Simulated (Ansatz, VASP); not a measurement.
W in VASP and in Ansatz

```
W
1.0
    -1.55352    1.55352    1.57718
     1.55352   -1.55352    1.57718
     1.55352    1.55352   -1.57718
W
1
Direct
  0.00000 0.00000 0.00000
```

Change from the starting cell: strain -0.015 along x and y, +0.000 along z, atoms carried along.

Alike in both runs: task single point; functional PBEsol; k mesh 26 × 26 × 26; occupations gaussian, width 0.15 eV; no spin polarisation.

|  | VASP | Ansatz |
| --- | --- | --- |
| version | VASP 6.6.1 | Ansatz 0.2.0 |
| potentials or method | VASP PAW PBE potentials, release 64 (W_sv), cutoff 520 eV | scalar-relativistic, plane waves, PAW |
| valence electrons in the cell | 14 | 14 |

Ansatz gave:

- gap on the k mesh at the Fermi level (eV): none
- pressure (GPa): 10.3
- traceless stress, the component that is largest in VASP (GPa): -3.62

Question: What did VASP give for the same quantities?

Answer: gap on the k mesh at the Fermi level (eV): none; pressure (GPa): 11.2; traceless stress, the component that is largest in VASP (GPa): -3.62.

VASP's potentials were made for PBE, not for PBEsol. A gap of «none» marks a metal or a gap that the smearing closes.

Spin-orbit coupling is off throughout.
